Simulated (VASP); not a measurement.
Crystal: Pt.

```xyz
1
Lattice="2.5500 0.0000 0.0000 0.0000 2.5500 0.0000 0.0000 0.0000 2.5500" Properties=species:S:1:pos:R:3 pbc="T T T"
Pt    0.0000    0.0000    0.0000
```

This isn't the form of Pt at room conditions, which is fcc.

* Program: VASP 6.6.1
* Task: relaxation of cell and atoms
* Functional: PBE
* Potentials or basis: VASP PAW PBE potentials, release 64 (Pt)
* Cutoff: 600 eV
* k mesh: 8 × 8 × 8
* Occupations: fermi-dirac, width 0.1 eV
* Spin: no spin polarisation

At the start: pressure 20.8 GPa; volume 16.58 Å³/atom.

Problem. Where does the relaxation end?

Solution. Over 4 steps the energy falls by 91.5 meV/atom and the volume is 18.15 Å³/atom (+9.5 %); space group Pm-3m (No. 221, to 0.1 Å) before and after.

The path:
```
step  energy change (eV)  largest force (eV/Å)  pressure (GPa)  volume (Å³)
   1              0.0000                0.0000           20.82        16.58
   2              0.2553                0.0000          -21.09        22.31
   3             -0.0909                0.0000           -1.28        18.26
   4             -0.0915                0.0000           -0.22        18.15
```

Final structure:
```
CELL_PARAMETERS angstrom
2.62809 0.00000 0.00000
0.00000 2.62809 0.00000
0.00000 0.00000 2.62809
ATOMIC_POSITIONS crystal
Pt 0.00000 0.00000 0.00000
```
